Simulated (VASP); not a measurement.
# K2S (Fm-3m) in VASP: notebook

K2S is run at these levels: PBEsol; tasks: relaxation of cell and atoms.

All numbers are computed with VASP 6.6.1; they aren't measurements. Logs are shortened: lines on timing, memory, paths and dates and some standing lists are left out, and cuts for length are marked.

## 1. The cell of the first run

It takes space group Fm-3m (No. 225, cubic). Conventional cell: a = 7.336 Å, b = 7.336 Å, c = 7.336 Å, α = 90.00°, β = 90.00°, γ = 90.00°. K (site symmetry -43m) has 4 S at 3.18 Å and 6 K at 3.67 Å within 4.2 Å. Within 4.2 Å of S (site symmetry m-3m) lie 8 K at 3.18 Å.

## 2. Relaxation of cell and atoms, PBEsol, target pressure 7 GPa, at which the enthalpy is minimised

The input, INCAR:

```
SYSTEM = K2S
  ALGO = Normal
  EDIFF = 1E-7
  EDIFFG = -0.002
  ENCUT = 500
  GGA = PS
  GGA_COMPAT = .False.
  IBRION = 2
  ISIF = 3
  ISMEAR = 0
  LASPH = .True.
  LCHARG = .False.
  LREAL = .False.
  LWAVE = .False.
  NELM = 120
  NELMIN = 4
  NSW = 100
  PREC = Accurate
  PSTRESS = 70.0
  SIGMA = 0.01
```

The input, KPOINTS:

```
k-points
0
Gamma
  6 6 6
  0 0 0
```

The input, POSCAR:

```
K2S
1.0
    3.6679106412      3.6679106412      0.0000000000
   -3.6679106412      3.6679106412      0.0000000000
    0.0000000000      3.6679106412      3.6679106412
K S
2 1
Direct
    0.2500000000      0.7500000000      0.5000000000
    0.7500000000      0.2500000000      0.5000000000
    0.0000000000      0.0000000000      0.0000000000
```

Potentials or basis: VASP PAW PBE potentials, release 64 (K_sv, S).

On the command line:

```sh
$ cat potpaw_PBE.64/K_sv/POTCAR potpaw_PBE.64/S/POTCAR > POTCAR
$ mpirun -np 1 vasp_std > vasp.out
```

OUTCAR:

```text
SYSTEM = K2S
   EDIFF = 1E-7
   EDIFFG = -0.002
   ENCUT = 500
   GGA = PS
   IBRION = 2
   ISIF = 3
   ISMEAR = 0
   LASPH = .True.
   LREAL = .False.
   NELM = 120
   NELMIN = 4
   NSW = 100
   PREC = Accurate
   PSTRESS = 70.0

 ion  position               nearest neighbor table
   1  0.250  0.750  0.500-   3 3.18   3 3.18   3 3.18   3 3.18   2 3.67   2 3.67   2 3.67   2 3.67
                             2 3.67   2 3.67
   2  0.750  0.250  0.500-   3 3.18   3 3.18   3 3.18   3 3.18   1 3.67   1 3.67   1 3.67   1 3.67
                             1 3.67   1 3.67
   3  0.000  0.000  0.000-   2 3.18   1 3.18   1 3.18   2 3.18   1 3.18   2 3.18   2 3.18   1 3.18

  LATTYP: Found a face centered cubic cell.
 ALAT       =     7.3358212824

  Lattice vectors:

 A1 = (   0.0000000000,   3.6679106412,   3.6679106412)
 A2 = (   3.6679106412,   0.0000000000,   3.6679106412)
 A3 = (   3.6679106412,   3.6679106412,   0.0000000000)

Analysis of symmetry for initial positions (statically):
=====================================================================
 Subroutine PRICEL returns:
 Original cell was already a primitive cell.

 Routine SETGRP: Setting up the symmetry group for a
 face centered cubic supercell.

 Subroutine GETGRP returns: Found 48 space group operations
 (whereof 48 operations were pure point group operations)
 out of a pool of 48 trial point group operations.

The static configuration has the point symmetry O_h .

Analysis of symmetry for dynamics (positions and initial velocities):
=====================================================================
 Subroutine PRICEL returns:
 Original cell was already a primitive cell.

 Routine SETGRP: Setting up the symmetry group for a
 face centered cubic supercell.

 Subroutine GETGRP returns: Found 48 space group operations
 (whereof 48 operations were pure point group operations)
 out of a pool of 48 trial point group operations.

The dynamic configuration has the point symmetry O_h .

 Subroutine INISYM returns: Found 48 space group operations
 (whereof 48 operations are pure point group operations),
 and found     1 'primitive' translations

----------------------------------------------------------------------------------------

                                     Primitive cell

  volume of cell :      98.6930

  direct lattice vectors                    reciprocal lattice vectors
     3.667910641  3.667910641  0.000000000     0.136317389  0.136317389 -0.136317389
    -3.667910641  3.667910641  0.000000000    -0.136317389  0.136317389 -0.136317389
     0.000000000  3.667910641  3.667910641     0.000000000  0.000000000  0.272634777

  length of vectors
     5.187208974  5.187208974  5.187208974     0.236108643  0.236108643  0.272634777

  position of ions in fractional coordinates (direct lattice)
     0.250000000  0.750000000  0.500000000
     0.750000000  0.250000000  0.500000000
     0.000000000  0.000000000  0.000000000

  ion indices of the primitive-cell ions
   primitive index   ion index
                 1           1
                 2           2
                 3           3

----------------------------------------------------------------------------------------

 KPOINTS: k-points

Automatic generation of k-mesh.
 Grid dimensions read from file:
 generate k-points for:    6    6    6

 Generating k-lattice:

  Cartesian coordinates                     Fractional coordinates (reciprocal lattice)
     0.022719565  0.022719565 -0.022719565     0.166666667  0.000000000  0.000000000
    -0.022719565  0.022719565 -0.022719565     0.000000000  0.166666667  0.000000000
     0.000000000  0.000000000  0.045439130     0.000000000  0.000000000  0.166666667

  Length of vectors
     0.039351440  0.039351440  0.045439130

  Shift w.r.t. Gamma in fractional coordinates (k-lattice)
     0.000000000  0.000000000  0.000000000

 Subroutine IBZKPT returns following result:
 ===========================================

 Found     16 irreducible k-points:

 Following reciprocal coordinates:
            Coordinates               Weight
  0.000000  0.000000  0.000000      1.000000
  0.166667  0.000000  0.000000      8.000000
  0.333333  0.000000  0.000000      8.000000
  0.500000  0.000000  0.000000      4.000000
  0.166667  0.166667  0.000000     12.000000
  0.333333  0.166667  0.000000     24.000000
[... 8 lines left out ...]
  0.500000  0.333333  0.166667     24.000000
  0.500000  0.500000  0.166667     12.000000
   k-points           NKPTS =     16   k-points in BZ     NKDIM =     16   number of bands    NBANDS=     16
   number of dos      NEDOS =    301   number of ions     NIONS =      3
   total plane-waves  NPLWV =  64000
   dimension x,y,z NGX =    40 NGY =   40 NGZ =   40
   dimension x,y,z NGXF=    80 NGYF=   80 NGZF=   80
   ions per type =               2   1
   NGX,Y,Z   is equivalent  to a cutoff of  12.82, 12.82, 12.82 a.u.
   NGXF,Y,Z  is equivalent  to a cutoff of  25.64, 25.64, 25.64 a.u.
 SYSTEM =  K2S
   PREC   = accura    normal or accurate (medium, high low for compatibility)
   ISTART =      0    job   : 0-new  1-cont  2-samecut
   ICHARG =      2    charge: 1-file 2-atom 10-const
   ISPIN  =      1    spin polarized calculation?
   LNONCOLLINEAR =      F non collinear calculations
   LSORBIT =      F    spin-orbit coupling
   LASPH  =      T    aspherical Exc in radial PAW
   ENCUT  =  500.0 eV  36.75 Ry    6.06 a.u.   9.46  9.46  9.46*2*pi/ulx,y,z
   NELM   =    120;   NELMIN=  4; NELMDL= -5     # of ELM steps
   EDIFF  = 0.1E-06   stopping-criterion for ELM
   LREAL  =      F    real-space projection
   EDIFFG = -.2E-02   stopping-criterion for IOM
   NSW    =    100    number of steps for IOM
   IBRION =      2    ionic relax: 0-MD 1-quasi-New 2-CG
   NFREE  =      1    steps in history (QN), initial steepest desc. (CG)
   ISIF   =      3    stress and relaxation
   ISYM   =      2    0-nonsym 1-usesym 2-fastsym
   POTIM  = 0.5000    time-step for ionic-motion
   TEBEG  =    0.0;   TEEND  =   0.0 temperature during run
   PSTRESS=   70.0 pullay stress
   NELECT =      24.0000    total number of electrons
   NUPDOWN=      -1.0000    fix difference up-down
   EMIN   =  10.00;   EMAX   =-10.00  energy-range for DOS
   EFERMI =   0.00;   METHOD = LEGACY
   ISMEAR =     0;   SIGMA  =   0.01  broadening in eV -4-tet -1-fermi 0-gaus
   EFERMI_NEDOS =   21; number of points for ismear=-14 and -15
   IALGO  =     38    algorithm
   IMIX   =      4    mixing-type and parameters
     AMIX     =   0.40;   BMIX     =  1.00
     AMIX_MAG =   1.60;   BMIX_MAG =  1.00
  volume/ion in A,a.u.               =      32.90       222.00
  Fermi-wavevector in a.u.,A,eV,Ry     =   1.021841  1.930999 14.206636  1.044158
  Thomas-Fermi vector in A             =   2.155487
   LORBIT       =      0    0 simple, 1 ext, 2 COOP (PROOUT), +10 PAW based schemes
   GGA     = PS    functional components
   LHFCALC =     F    Hartree Fock is set to
   AEXX    =    0.0000 exact exchange contribution
   IVDW    =     0    specifies the selected vdW correction
   LEPSILON=     F    determine dielectric tensor
   LRPA    =     F    only Hartree local field effects (RPA)
 conjugate gradient relaxation of ions
 non-spin polarized calculation
 Gauss-broadening in eV      SIGMA  =   0.01
  energy-cutoff  :      500.00
  volume of cell :       98.69
 maximum number of plane-waves:      2541
 NGX is ok and might be reduce to    40
   NGX = 19   NGY = 19   NGZ = 19

--------------------------------------- Ionic step        1  -------------------------------------------

 number of electron      23.9999997 magnetization

 Free energy of the ion-electron system (eV)
  ---------------------------------------------------
  ext. energy  EPLUGINS =         0.00000000
  ---------------------------------------------------
  free energy    TOTEN  =        -9.86355913 eV

  energy without entropy =       -9.86355913  energy(sigma->0) =       -9.86355913

 E-fermi :  -0.2896     XC(G=0):  -7.6091

 val. band max:       -0.3543250011   @ k =   0.5000   0.5000   0.0000
 cond. band min:       1.9918835972   @ k =   0.0000   0.0000   0.0000
 fundamental gap:      2.3462085983
 Fermi energy:        -0.2896225183

 k-point     1 :       0.0000    0.0000    0.0000
  band No.  band energies     occupation
      1     -29.3333      2.00000
      2     -29.2385      2.00000
      3     -13.0056      2.00000
      4     -13.0056      2.00000
      5     -13.0056      2.00000
      6     -12.7422      2.00000
[... 8 lines left out ...]
     15       5.0611      0.00000
     16       7.1920      0.00000

 k-point     2 :       0.1667    0.0000    0.0000
  band No.  band energies     occupation
      1     -29.3266      2.00000
      2     -29.2446      2.00000
      3     -13.0000      2.00000
      4     -12.9905      2.00000
      5     -12.9905      2.00000
      6     -12.7931      2.00000
[... 8 lines left out ...]
     15       5.1100      0.00000
     16       6.5970      0.00000
[... 325 lines left out ...]
 POSITION                                       TOTAL-FORCE (eV/Angst)
 -----------------------------------------------------------------------------------
     -1.70790      5.12371      1.70790         0.000000     -0.000000     -0.000000
      1.70790      5.12371      1.70790         0.000000     -0.000000      0.000000
     -0.00000      0.00000     -0.00000        -0.000000      0.000000      0.000000
 -----------------------------------------------------------------------------------
    total drift:                                0.000000      0.000000      0.000000

  FREE ENERGIE OF THE ION-ELECTRON SYSTEM (eV)
  ---------------------------------------------------
  free  energy   TOTEN  =        -9.5145968028 eV

  energy  without entropy=       -9.5145968028  energy(sigma->0) =       -9.51459680

  enthalpy is  TOTEN    =        -6.0320520648 eV   P V=        3.4825447380

--------------------------------------- Ionic step        3  -------------------------------------------

 number of electron      24.0000001 magnetization

 Free energy of the ion-electron system (eV)
  ---------------------------------------------------
  ext. energy  EPLUGINS =         0.00000000
  ---------------------------------------------------
  free energy    TOTEN  =        -9.51878089 eV

  energy without entropy =       -9.51878089  energy(sigma->0) =       -9.51878089

 E-fermi :   0.6532     XC(G=0):  -8.4672

 val. band max:        0.5463509076   @ k =   0.5000   0.5000   0.0000
 cond. band min:       3.4087507610   @ k =   0.0000   0.0000   0.0000
 fundamental gap:      2.8623998534
 Fermi energy:         0.6531657159

 k-point     1 :       0.0000    0.0000    0.0000
  band No.  band energies     occupation
      1     -28.1778      2.00000
      2     -27.9636      2.00000
      3     -11.9342      2.00000
      4     -11.9342      2.00000
      5     -11.9342      2.00000
      6     -11.4742      2.00000
[... 8 lines left out ...]
     15       5.8296      0.00000
     16       8.8047      0.00000

 k-point     2 :       0.1667    0.0000    0.0000
  band No.  band energies     occupation
      1     -28.1625      2.00000
      2     -27.9771      2.00000
      3     -11.9345      2.00000
      4     -11.9097      2.00000
      5     -11.9097      2.00000
      6     -11.6080      2.00000
[... 8 lines left out ...]
     15       5.9444      0.00000
     16       8.0452      0.00000
[... 277 lines left out ...]
 VOLUME and BASIS-vectors are now :
 -----------------------------------------------------------------------------
  energy-cutoff  :      500.00
  volume of cell :       79.80
      direct lattice vectors                 reciprocal lattice vectors
     3.417166255  3.417166255 -0.000000000     0.146320068  0.146320068 -0.146320068
    -3.417166255  3.417166255 -0.000000000    -0.146320068  0.146320068 -0.146320068
     0.000000000  3.417166255  3.417166255     0.000000000  0.000000000  0.292640137

 POSITION                                       TOTAL-FORCE (eV/Angst)
 -----------------------------------------------------------------------------------
     -1.70858      5.12575      1.70858        -0.000000     -0.000000      0.000000
      1.70858      5.12575      1.70858         0.000000      0.000000      0.000000
      0.00000      3.41717      3.41717         0.000000     -0.000000      0.000000
 -----------------------------------------------------------------------------------
    total drift:                                0.000000      0.000000      0.000000

  FREE ENERGIE OF THE ION-ELECTRON SYSTEM (eV)
  ---------------------------------------------------
  free  energy   TOTEN  =        -9.5187808872 eV

  energy  without entropy=       -9.5187808872  energy(sigma->0) =       -9.51878089

  enthalpy is  TOTEN    =        -6.0320712642 eV   P V=        3.4867096230

 reached required accuracy - stopping structural energy minimisation
```

Wall time 40 s (1 thread of Intel Xeon 6975P-C (Granite Rapids), shared host); peak memory 0.25 GiB.

Results:

```
Free energy                                                : -9.5188 eV
Relaxed volume                                             : 26.60 Å³/atom
Relaxed cell                                               : a = 4.833 Å, b = 4.833 Å, c = 4.833 Å, α = 60.00°, β = 60.00°, γ = 90.00°
Space group after relaxing (to 0.1 Å)                      : Fm-3m (No. 225)
Energy change on relaxing (the run minimises the enthalpy) : +114.9 meV/atom
Ionic steps                                                : 3
Pressure after relaxing                                    : 7.0 GPa
Band gap on the k mesh                                     : 2.86 eV (least direct gap 3.35 eV)
```

The path:
```
step  energy change (eV)  largest force (eV/Å)  pressure (GPa)  volume (Å³)
   1              0.0000                0.0000            0.06        98.69
   2              0.3490                0.0000            7.06        79.71
   3              0.3448                0.0000            7.00        79.80
```

Final structure:
```xyz
3
Lattice="3.4172 3.4172 0.0000 -3.4172 3.4172 0.0000 0.0000 3.4172 3.4172" Properties=species:S:1:pos:R:3 pbc="T T T"
K    -1.7086    5.1257    1.7086
K     1.7086    5.1257    1.7086
S     0.0000    3.4172    3.4172
```

Caveat: the cell is relaxed towards a set pressure, so the run minimises the enthalpy, not the energy; the volume moved by over 15 % at a fixed basis, so the end points are rough; the PAW data sets were made with another functional, which shifts forces and pressure a little. A k mesh can miss the band edges.

## 3. Relaxation of cell and atoms, PBEsol, target pressure 10 GPa, at which the enthalpy is minimised

The input, INCAR:

```
SYSTEM = K2S
PREC = Accurate
ENCUT = 500
EDIFF = 1E-7
ISMEAR = 0
SIGMA = 0.01
LREAL = .FALSE.
LASPH = .TRUE.
NELM = 120
ALGO = Normal
ISIF = 3
LWAVE = .FALSE.
LCHARG = .FALSE.
GGA = PS
IBRION = 2
NSW = 100
EDIFFG = -0.002
PSTRESS = 100.0
GGA_COMPAT = .FALSE.
NELMIN = 4
```

The input, KPOINTS:

```
regular mesh
0
G
  6 6 6
  0 0 0
```

POSCAR is that of step 2.

Potentials or basis: VASP PAW PBE potentials, release 64 (K_sv, S).

On the command line:

```sh
$ cat potpaw_PBE.64/K_sv/POTCAR potpaw_PBE.64/S/POTCAR > POTCAR
$ mpirun -np 1 vasp_std > vasp.out
```

It took 2.1 min on 1 thread of Intel Xeon 6975P-C (Granite Rapids), shared host; peak memory 0.26 GiB.

Results (log left out):

```yaml
Free_energy: -9.2890 eV
Relaxed_volume: 25.15 Å³/atom
Relaxed_cell: a = 4.743 Å, b = 4.743 Å, c = 4.743 Å, α = 60.00°, β = 60.00°, γ = 90.00°
Space_group_after_relaxing_to_0.1_Å: Fm-3m (No. 225)
Energy_change_on_relaxing_the_run_minimises_the_enthalpy: +191.5 meV/atom
Ionic_steps: 16
Pressure_after_relaxing: 10.0 GPa
Band_gap_on_the_k_mesh: 3.00 eV (least direct gap 3.30 eV)
```

Step by step:
```csv
step,energy change (eV),largest force (eV/Å),pressure (GPa),volume (Å³)
1,0.0000,0.0000,0.06,98.69
2,0.7943,0.0000,12.66,72.32
3,0.5805,0.0000,10.07,75.34
4,0.5542,0.0000,9.74,75.77
5,0.5547,0.0000,9.74,75.76
6,0.5563,0.0000,9.77,75.74
7,0.5563,0.0000,9.76,75.74
8,0.5564,0.0000,9.77,75.73
9,0.5565,0.0000,9.77,75.73
10,0.5568,0.0000,9.77,75.73
11,0.5572,0.0000,9.78,75.72
12,0.5582,0.0000,9.79,75.71
13,0.5600,0.0000,9.81,75.67
14,0.5638,0.0000,9.86,75.61
15,0.5714,0.0000,9.96,75.49
16,0.5746,0.0000,10.00,75.44
```

Final structure:
```xyz
3
Lattice="3.3537 3.3537 0.0000 -3.3537 3.3537 0.0000 0.0000 3.3537 3.3537" Properties=species:S:1:pos:R:3 pbc="T T T"
K    -1.6768    5.0305    1.6768
K     1.6768    5.0305    1.6768
S     0.0000    0.0000    0.0000
```

Levels at points of the mesh, in eV from the valence-band top:
```tsv
k point	band 10	band 11	band 12	band 13	band 14	band 15
(0.00, 0.00, 0.00)	-0.64	-0.64	-0.64	3.00	5.20	5.20
(0.50, 0.00, 0.00)	-0.81	-0.27	-0.27	4.99	6.01	6.01
(0.50, 0.50, 0.00)	-1.17	0.00	0.00	3.30	5.61	6.70
```

Caveat: the cell is relaxed towards a set pressure, so the run minimises the enthalpy, not the energy; the volume moved by over 15 % at a fixed basis, so the end points are rough; the PAW data sets were made with another functional, which shifts forces and pressure a little. A k mesh can miss the band edges.

(Continued in part 2 of 2.)
